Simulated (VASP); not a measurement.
SnTe, 2 atoms in the cell. The typed cell holds 2 atoms: a = 5.071 Å, b = 5.115 Å, c = 5.123 Å, α = 60.14°, β = 60.47°, γ = 60.61°. 

* Program: VASP 6.6.1
* Task: single point
* Functional: PBEsol
* Potentials or basis: VASP PAW PBE potentials, release 64 (Sn_d, Te)
* Cutoff: 520 eV
* k mesh: 3 × 3 × 3
* Occupations: gaussian, width 0.01 eV
* Spin: no spin polarisation
* Dipole correction: no
* Further INCAR settings: ALGO = Normal; EDIFF = 1e-06; NBANDS = 17

Potentials or basis: VASP PAW PBE potentials, release 64 (Sn_d, Te).

The run is started by

```bash
$ cat potpaw_PBE.64/Sn_d/POTCAR potpaw_PBE.64/Te/POTCAR > POTCAR
$ mpirun -np 1 vasp_std > vasp.out
```

Hardware: 1 thread of Intel(R) Xeon(R) Platinum 8259CL CPU @ 2.50GHz (Skylake/Cascade Lake) (shared host).

Question: How long does it take, and how much memory?

Answer: It took 27 s on 1 thread of Intel(R) Xeon(R) Platinum 8259CL CPU @ 2.50GHz (Skylake/Cascade Lake) (shared host), peak memory 0.23 GiB. Counts: scf iterations 14, k points 14.
